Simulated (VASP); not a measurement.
# AlO (P4/nmm) in VASP: further runs, part 2 of 3

VASP 6.6.1. The steps go on from the part before.

### 3 Single point, PBE

This run uses another cell than the first one, of 12.92 Å³/atom, 1.098 times its volume.

Contents of INCAR:

```
SYSTEM = AlO
ALGO = Normal
EDIFF = 1E-7
ENCUT = 520
GGA = PE
ISIF = 2
ISMEAR = 0
LASPH = .TRUE.
LCHARG = .FALSE.
LREAL = .FALSE.
LWAVE = .FALSE.
NBANDS = 17
NELM = 60
PREC = Accurate
SIGMA = 0.1
```

Contents of KPOINTS:

```
k-points
0
G
  6 6 4
  0 0 0
```

Contents of POSCAR:

```
AlO
1.0
    3.4506134632      0.0000000000      0.0000000000
    0.0000000000      3.4506134632      0.0000000000
    0.0000000000      0.0000000000      4.3390161200
Al O
2 2
Direct
    0.0000000000      0.5000000000      0.1922366235
    0.5000000000      0.0000000000      0.8077633765
    0.0000000000      0.0000000000      0.0000000000
    0.5000000000      0.5000000000      0.0000000000
```

Potentials or basis: VASP PAW PBE potentials, release 64 (Al, O).

Run with:

```sh
cat potpaw_PBE.64/Al/POTCAR potpaw_PBE.64/O/POTCAR > POTCAR
mpirun -np 1 vasp_std > vasp.out
```

Run time: 12 s. Hardware: 1 thread of AMD EPYC 9R45 (Zen 5), shared host; peak memory 0.13 GiB.

Results (log left out):

```
Free energy            : -25.1320 eV
Pressure               : 0.1 GPa
Largest force          : 0.009 eV/Å
Band gap on the k mesh : zero (band 9 reaches 7.55 eV, above the bottom of band 10 at 5.32 eV)
```

Forces on the atoms (eV/Å):
```
Al   0.000  0.000 -0.009
Al   0.000  0.000  0.009
O    0.000  0.000  0.000
O    0.000  0.000  0.000
```

Stress tensor (GPa, compression positive):
```
 0.12  0.00  0.00
 0.00  0.12  0.00
 0.00  0.00 -0.05
```

Levels at points of the mesh, in eV from the Fermi level:
| k point | band 7 | band 8 | band 9 | band 10 | band 11 | band 12 |
| --- | --- | --- | --- | --- | --- | --- |
| (0.00, 0.00, 0.00) | -4.33 | -3.73 | -3.73 | 3.30 | 6.07 | 6.21 |
| (0.50, 0.00, 0.00) | -5.96 | -5.96 | -1.04 | -1.04 | 6.60 | 6.60 |
| (0.50, 0.50, 0.00) | -3.10 | -3.10 | 1.19 | 1.19 | 2.00 | 2.00 |
| (0.00, 0.00, 0.50) | -3.73 | -3.73 | -1.03 | 1.89 | 4.44 | 5.30 |
| (0.50, 0.00, 0.50) | -6.26 | -6.26 | 0.21 | 0.21 | 5.81 | 5.81 |
| (0.50, 0.50, 0.50) | -3.10 | -3.10 | -0.14 | -0.14 | 4.16 | 4.16 |

Caveat: the k points lie up to 0.36 Å⁻¹ apart.

### 4 Relaxation of cell and atoms, PBE

Contents of INCAR:

```
SYSTEM = AlO
PREC = Accurate ; ENCUT = 600
EDIFF = 1E-7 ; ISMEAR = 0
SIGMA = 0.1 ; LREAL = .FALSE.
LASPH = .TRUE. ; NELM = 80
ALGO = Normal ; ISIF = 3
LWAVE = .FALSE. ; LCHARG = .FALSE.
GGA = PE ; IBRION = 2
NSW = 90 ; EDIFFG = -0.04
```

Contents of KPOINTS:

```
Automatic mesh
0
G
  6 6 4
  0 0 0
```

Contents of POSCAR:

```
AlO
1.0
    3.3393434830      0.0000000000      0.0000000000
    0.0000000000      3.3393434830      0.0000000000
    0.0000000000      0.0000000000      4.2195508684
Al O
2 2
Direct
    0.0000000000      0.5000000000      0.2351000000
    0.5000000000      0.0000000000      0.7649000000
    0.0000000000      0.0000000000      0.0000000000
    0.5000000000      0.5000000000      0.0000000000
```

Potentials or basis: VASP PAW PBE potentials, release 64 (Al, O).

Run with:

```sh
cat potpaw_PBE.64/Al/POTCAR potpaw_PBE.64/O/POTCAR > POTCAR
mpirun -np 1 vasp_std > vasp.out
```

OUTCAR:

```text
SYSTEM = AlO
   PREC = Accurate
   ENCUT = 600
   EDIFF = 1E-7
   ISMEAR = 0
   LREAL = .FALSE.
   LASPH = .TRUE.
   NELM = 80
   ISIF = 3
   GGA = PE
   IBRION = 2
   NSW = 90
   EDIFFG = -0.04

 ion  position               nearest neighbor table
   1  0.000  0.500  0.235-   3 1.94   4 1.94   3 1.94   4 1.94   2 3.08   2 3.08   2 3.08   2 3.08
                             2 3.25   2 3.25   2 3.25   2 3.25
   2  0.500  0.000  0.765-   3 1.94   4 1.94   4 1.94   3 1.94   1 3.08   1 3.08   1 3.08   1 3.08
                             1 3.25   1 3.25   1 3.25   1 3.25
   3  0.000  0.000  0.000-   1 1.94   2 1.94   1 1.94   2 1.94
   4  0.500  0.500  0.000-   1 1.94   2 1.94   2 1.94   1 1.94

  LATTYP: Found a simple tetragonal cell.
 ALAT       =     3.3393434830
 C/A-ratio  =     1.2635869565

  Lattice vectors:

 A1 = (   3.3393434830,   0.0000000000,   0.0000000000)
 A2 = (   0.0000000000,   3.3393434830,   0.0000000000)
 A3 = (   0.0000000000,   0.0000000000,   4.2195508684)
[... 353 lines left out ...]
      8       2.8075      2.00000
      9       2.8075      2.00000
     10       9.6038      0.00000
     11      12.6440      0.00000
     12      13.4306      0.00000
     13      13.4306      0.00000
[... 481 lines left out ...]
--------------------------------------- Ionic step        8  -------------------------------------------

 number of electron      17.9999987 magnetization

 Free energy of the ion-electron system (eV)
  ---------------------------------------------------
  ext. energy  EPLUGINS =         0.00000000
  ---------------------------------------------------
  free energy    TOTEN  =       -25.13060235 eV

  energy without entropy =      -25.12409325  energy(sigma->0) =      -25.12734780

 E-fermi :   6.3267     XC(G=0):  -9.9211

 val. band max:        6.3214729742   @ k =   0.5000   0.3333   0.5000
 cond. band min:       6.4026220398   @ k =   0.5000   0.3333   0.0000
 fundamental gap:      0.0811490655
 Fermi energy:         6.3267070088

 k-point     1 :       0.0000    0.0000    0.0000
  band No.  band energies     occupation
      1     -15.6068      2.00000
      2     -12.6407      2.00000
      3      -1.7700      2.00000
      4      -1.7700      2.00000
      5      -1.1896      2.00000
      6       1.8471      2.00000
      7       2.0060      2.00000
      8       2.5897      2.00000
      9       2.5897      2.00000
     10       9.6040      0.00000
     11      12.3645      0.00000
     12      12.4919      0.00000
     13      13.4495      0.00000
[... 399 lines left out ...]
  FREE ENERGIE OF THE ION-ELECTRON SYSTEM (eV)
  ---------------------------------------------------
  free  energy   TOTEN  =       -25.1306023502 eV

  energy  without entropy=      -25.1240932545  energy(sigma->0) =      -25.12734780

 reached required accuracy - stopping structural energy minimisation
```

OSZICAR:

```text
N       E                     dE             d eps       ncg     rms          rms(c)
DAV:   1     0.771215249583E+02    0.77122E+02   -0.91356E+03   780   0.137E+03
DAV:   2    -0.231972947348E+02   -0.10032E+03   -0.93041E+02  1032   0.240E+02
DAV:   3    -0.289764112519E+02   -0.57791E+01   -0.57482E+01   970   0.637E+01
DAV:   4    -0.290188194573E+02   -0.42408E-01   -0.42399E-01   900   0.621E+00
[... 79 lines left out ...]
DAV:   4    -0.251306129669E+02    0.13720E-03   -0.34170E-04   960   0.156E-01    0.205E-02
DAV:   5    -0.251306030086E+02    0.99583E-05   -0.42265E-05   925   0.559E-02    0.316E-03
DAV:   6    -0.251306024759E+02    0.53270E-06   -0.16382E-06   900   0.111E-02    0.992E-04
DAV:   7    -0.251306023479E+02    0.12798E-06   -0.85692E-08   550   0.256E-03    0.409E-04
DAV:   8    -0.251306023502E+02   -0.23208E-08   -0.85866E-09   440   0.847E-04
   8 F= -.25130602E+02 E0= -.25127348E+02  d E =-.434384E-03
```

Run time: 62 s. Hardware: 1 thread of AMD EPYC 9R45 (Zen 5), shared host; peak memory 0.14 GiB.

Results:

```yaml
Free_energy: -25.1306 eV
Relaxed_volume: 12.96 Å³/atom
Relaxed_cell: a = 3.455 Å, b = 3.455 Å, c = 4.345 Å, α = 90.00°, β = 90.00°, γ = 90.00°
Space_group_after_relaxing_to_0.05_Å: P4/nmm (No. 129)
Energy_gained_by_relaxing: 132.7 meV/atom
Ionic_steps: 8
Pressure_after_relaxing: -0.4 GPa
Largest_force_after_relaxing: 0.023 eV/Å
Band_gap_on_the_k_mesh: zero (band 9 reaches 7.51 eV, above the bottom of band 10 at 5.29 eV)
```

Forces on the atoms (eV/Å):
```
Al   0.000  0.000 -0.023
Al   0.000  0.000  0.023
O    0.000  0.000  0.000
O    0.000  0.000  0.000
```

The path:
```csv
step,energy change (eV),largest force (eV/Å),pressure (GPa),volume (Å³)
1,0.0000,2.8272,2.24,47.05
2,-0.4568,0.1600,4.96,48.14
3,-0.4577,0.0170,5.13,48.20
4,-0.4998,0.2722,-1.82,51.10
5,-0.5005,0.2433,-1.06,50.75
6,-0.5272,0.0133,-0.12,51.29
7,-0.5303,0.1002,0.39,51.54
8,-0.5307,0.0227,-0.41,51.85
```

Final structure:
```yaml
crystal:
  lattice:
    - [3.45450, 0.00000, 0.00000]
    - [0.00000, 3.45450, 0.00000]
    - [0.00000, 0.00000, 4.34519]
  atoms:
    - { symbol: Al, position: [0.00000, 0.50000, 0.19194] }
    - { symbol: Al, position: [0.50000, 0.00000, 0.80806] }
    - { symbol: O, position: [0.00000, 0.00000, 0.00000] }
    - { symbol: O, position: [0.50000, 0.50000, 0.00000] }
```

Levels at points of the mesh, in eV from the Fermi level:
| k point | band 6 | band 7 | band 8 | band 9 | band 10 | band 11 | band 12 | band 13 |
| --- | --- | --- | --- | --- | --- | --- | --- | --- |
| (0.00, 0.00, 0.00) | -4.48 | -4.32 | -3.74 | -3.74 | 3.28 | 6.04 | 6.17 | 7.12 |
| (0.50, 0.00, 0.00) | -6.28 | -5.95 | -5.95 | -1.04 | -1.04 | 6.57 | 6.57 | 8.67 |
| (0.50, 0.50, 0.00) | -5.64 | -3.11 | -3.11 | 1.19 | 1.19 | 2.01 | 2.01 | 5.76 |
| (0.00, 0.00, 0.50) | -4.63 | -3.73 | -3.73 | -1.03 | 1.85 | 4.42 | 5.30 | 5.30 |
| (0.50, 0.00, 0.50) | -6.54 | -6.26 | -6.26 | 0.21 | 0.21 | 5.78 | 5.78 | 8.00 |
| (0.50, 0.50, 0.50) | -6.05 | -3.11 | -3.11 | -0.14 | -0.14 | 4.16 | 4.16 | 7.56 |

Caveat: the k points lie up to 0.36 Å⁻¹ apart in the final cell.

### 5 Single point, PBE, collinear spin, ferromagnetic start

Contents of INCAR:

```
SYSTEM = AlO
PREC = Accurate
ENCUT = 520
EDIFF = 1E-6
ISMEAR = 0
SIGMA = 0.1
LREAL = .FALSE.
LASPH = .TRUE.
NELM = 150
ALGO = Normal
ISIF = 2
LWAVE = .FALSE.
LCHARG = .FALSE.
ISPIN = 2
MAGMOM = 0 0 1 1
LORBIT = 11
GGA = PE
NBANDS = 21
```

Contents of KPOINTS:

```
regular mesh
0
G
  6 6 4
  0 0 0
```

POSCAR is that of step 4.

Run with:

```sh
cat potpaw_PBE.64/Al/POTCAR potpaw_PBE.64/O/POTCAR > POTCAR
mpirun -np 1 vasp_std > vasp.out
```

Wall time 28 s (1 thread of AMD EPYC 9R45 (Zen 5), shared host); peak memory 0.16 GiB.

Results (log left out):

```yaml
Free_energy: -24.5933 eV
Pressure: 2.4 GPa
Largest_force: 2.823 eV/Å
Band_gap_on_the_k_mesh: zero (filled and empty bands overlap)
Net_moment: 0.00 μB per cell
Valence_electrons_inside_the_program's_atomic_spheres: Al 0.68; O 5.16
```

Forces on the atoms (eV/Å):
```
Al   0.000  0.000 -2.823
Al   0.000  0.000  2.823
O    0.000  0.000  0.000
O    0.000  0.000  0.000
```

Stress tensor (GPa, compression positive):
```
 7.45  0.00  0.00
 0.00  7.45  0.00
 0.00  0.00 -7.61
```

Levels at points of the mesh, in eV from the Fermi level:
Spin up:
| k point | band 6 | band 7 | band 8 | band 9 | band 10 | band 11 | band 12 | band 13 |
| --- | --- | --- | --- | --- | --- | --- | --- | --- |
| (0.00, 0.00, 0.00) | -4.94 | -3.15 | -1.55 | -1.55 | 4.95 | 6.99 | 6.99 | 8.08 |
| (0.50, 0.00, 0.00) | -4.77 | -4.33 | -4.33 | -1.32 | -1.32 | 8.36 | 8.36 | 9.49 |
| (0.50, 0.50, 0.00) | -4.52 | -0.81 | -0.81 | 1.44 | 1.44 | 1.46 | 1.46 | 6.96 |
| (0.00, 0.00, 0.50) | -3.41 | -1.55 | -1.55 | -0.81 | 3.71 | 5.40 | 5.40 | 6.56 |
| (0.50, 0.00, 0.50) | -4.78 | -4.29 | -4.29 | 0.47 | 0.47 | 7.44 | 7.44 | 8.33 |
| (0.50, 0.50, 0.50) | -5.24 | -0.80 | -0.80 | -0.06 | -0.06 | 3.90 | 3.90 | 9.10 |
Spin down:
```csv
k point,band 7,band 8,band 9,band 10,band 11,band 12
"(0.00, 0.00, 0.00)",-3.15,-1.55,-1.55,4.95,6.99,6.99
"(0.50, 0.00, 0.00)",-4.33,-4.33,-1.32,-1.32,8.36,8.36
"(0.50, 0.50, 0.00)",-0.81,-0.81,1.44,1.44,1.46,1.46
"(0.00, 0.00, 0.50)",-1.55,-1.55,-0.81,3.71,5.40,5.40
"(0.50, 0.00, 0.50)",-4.29,-4.29,0.47,0.47,7.44,7.44
"(0.50, 0.50, 0.50)",-0.80,-0.80,-0.06,-0.06,3.90,3.90
```

Caveat: the k points lie up to 0.37 Å⁻¹ apart; forces of over 1 eV/Å act on the atoms, so gaps and moduli don't describe the material at rest.

### 6 Single point, PBE

This run uses another cell than the first one, of 12.96 Å³/atom, 1.102 times its volume.

Contents of INCAR:

```
SYSTEM = AlO
ALGO     = Normal         ! electronic algorithm
EDIFF    = 1E-7           ! SCF threshold, eV
ENCUT    = 520            ! plane-wave cutoff, eV
GGA      = PE             ! functional
ISIF     = 2              ! what is computed and relaxed
ISMEAR   = 0              ! smearing method
LASPH    = .True.         ! aspherical terms in the spheres
LCHARG   = .False.        ! write CHGCAR
LREAL    = .False.        ! projectors in reciprocal space
LWAVE    = .False.        ! write WAVECAR
NBANDS   = 17             ! bands
NELM     = 60             ! most SCF steps
PREC     = Accurate       ! precision mode
SIGMA    = 0.1            ! smearing width, eV
```

Contents of KPOINTS:

```
k-points
0
Gamma
  14 14 10
  0 0 0
```

Contents of POSCAR:

```
AlO
1.0
    3.4512681543      0.0000000000      0.0000000000
    0.0000000000      3.4512681543      0.0000000000
    0.0000000000      0.0000000000      4.3528672424
Al O
2 2
Direct
    0.0000000000      0.5000000000      0.1917050390
    0.5000000000      0.0000000000      0.8082949610
    0.0000000000      0.0000000000      0.0000000000
    0.5000000000      0.5000000000      0.0000000000
```

Potentials or basis: VASP PAW PBE potentials, release 64 (Al, O).

Run with:

```sh
cat potpaw_PBE.64/Al/POTCAR potpaw_PBE.64/O/POTCAR > POTCAR
mpirun -np 1 vasp_std > vasp.out
```

It took 74 s on 1 thread of AMD EPYC 9R45 (Zen 5), shared host; peak memory 0.25 GiB.

Results (log left out):

```yaml
Free_energy: -25.1374 eV
Pressure: 0.0 GPa
Largest_force: 0.010 eV/Å
Band_gap_on_the_k_mesh: zero (band 9 reaches 7.52 eV, above the bottom of band 10 at 5.29 eV)
```

Forces in eV/Å, atoms in the order of the input:
```
Al   0.000  0.000 -0.010
Al   0.000  0.000  0.010
O    0.000  0.000  0.000
O    0.000  0.000  0.000
```

Stress tensor (GPa, compression positive):
```
 0.05  0.00  0.00
 0.00  0.05  0.00
 0.00  0.00 -0.18
```

Levels at points of the mesh, in eV from the Fermi level:
```csv
k point,band 5,band 6,band 7,band 8,band 9,band 10,band 11,band 12,band 13,band 14
"(0.00, 0.00, 0.00)",-7.51,-4.47,-4.30,-3.71,-3.71,3.32,6.03,6.21,7.16,7.16
"(0.50, 0.00, 0.00)",-6.27,-6.27,-5.94,-5.94,-1.02,-1.02,6.57,6.57,8.72,8.72
"(0.50, 0.50, 0.00)",-5.63,-5.63,-3.08,-3.08,1.21,1.21,2.03,2.03,5.77,5.77
"(0.00, 0.00, 0.50)",-8.05,-4.61,-3.71,-3.71,-1.03,1.86,4.45,5.34,5.34,6.27
"(0.50, 0.00, 0.50)",-6.52,-6.52,-6.24,-6.24,0.23,0.23,5.78,5.78,8.04,8.04
"(0.50, 0.50, 0.50)",-6.04,-6.04,-3.08,-3.08,-0.11,-0.11,4.18,4.18,7.57,7.57
```

(Continued in part 3 of 3.)
